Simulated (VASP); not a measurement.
## TiAl3: single point with PBEsol

The system is TiAl3.

```
Ti Al
1.0
     3.95567    0.00000    0.00000
     0.00000    3.95567    0.00000
     0.00000    0.00000    3.95567
Ti Al
1 3
Direct
  0.00000 0.00000 0.00000
  0.50000 0.50000 0.00000
  0.50000 0.00000 0.50000
  0.00000 0.50000 0.50000
```

| Property | Result |
| --- | --- |
| Program | VASP 6.6.1 |
| Task | single point |
| Functional | PBEsol |
| Potentials or basis | VASP PAW PBE potentials, release 64 (Ti_sv, Al) |
| Cutoff | 500 eV |
| k mesh | 7 × 7 × 7 |
| Occupations | methfessel-paxton, width 0.05 eV |
| Spin | no spin polarisation |

```
Pressure : -0.6 GPa
```

Levels at points of the mesh, in eV from the Fermi level:
```
           k point  band 8  band 9  band 10  band 11  band 12  band 13
(0.00, 0.00, 0.00)   -2.28   -2.28    -2.28     0.03     0.03     0.03
```

It took 15 s on 1 thread of Intel(R) Xeon(R) 6975P-C (Granite Rapids) (shared host), peak memory 0.17 GiB.

Caveat: the PAW data sets were made with another functional, which shifts forces and pressure a little.
